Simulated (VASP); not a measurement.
A run of VASP 6.6.1:

POSCAR

```
SrAs12Os4
1.0
   -4.2952666715      4.2952666715      4.2952666715
    4.2952666715     -4.2952666715      4.2952666715
    4.2952666715      4.2952666715     -4.2952666715
Sr As Os
1 12 4
Direct
    0.0000000000      0.0000000000      0.0000000000
    0.3509394652      0.2011891684      0.8502497032
    0.6490605348      0.7988108316      0.1497502968
    0.6490605348      0.4993102379      0.8502497032
    0.3509394652      0.5006897621      0.1497502968
    0.2011891684      0.8502497032      0.3509394652
    0.7988108316      0.1497502968      0.6490605348
    0.4993102379      0.8502497032      0.6490605348
    0.5006897621      0.1497502968      0.3509394652
    0.8502497032      0.3509394652      0.2011891684
    0.1497502968      0.6490605348      0.7988108316
    0.8502497032      0.6490605348      0.4993102379
    0.1497502968      0.3509394652      0.5006897621
    0.0000000000      0.0000000000      0.5000000000
    0.5000000000      0.0000000000      0.0000000000
    0.0000000000      0.5000000000      0.0000000000
    0.5000000000      0.5000000000      0.5000000000
```

The input INCAR.step1:

```
PREC = Accurate ; ENCUT = 520
ISMEAR = 0 ; SIGMA = 0.05
LREAL = Auto ; LASPH = True
NELM = 60 ; NBANDS = 65
GGA = PE ; ALGO = Normal
EDIFF = 1E-4 ; LWAVE = True
LCHARG = False
```

INCAR.step2

```
PREC = Accurate ; ENCUT = 520
EDIFF = 1E-6 ; ISMEAR = 0
SIGMA = 0.05 ; LREAL = Auto
LASPH = True ; NELM = 60
ALGO = Normal ; ISIF = 2
LWAVE = False ; LCHARG = False
METAGGA = R2SCAN ; LMIXTAU = True
NBANDS = 65 ; ISTART = 1
```

KPOINTS

```
Automatic mesh
0
Gamma
  6 6 6
```

Potentials or basis: VASP PAW PBE potentials, release 64 (Sr_sv, As, Os).

Command:

```bash
$ cat potpaw_PBE.64/Sr_sv/POTCAR potpaw_PBE.64/As/POTCAR potpaw_PBE.64/Os/POTCAR > POTCAR
$ cp INCAR.step1 INCAR
$ mpirun -np 1 vasp_std > vasp.out
$ cp INCAR.step2 INCAR
$ mpirun -np 1 vasp_std > vasp.out
```

Hardware: 1 thread of Intel Xeon 8259CL, with other jobs on the host.

Estimate the wall time of this run.

Run time: 52 min on 1 thread of Intel Xeon 8259CL, with other jobs on the host, peak memory 0.62 GiB. Counts: k points 18.
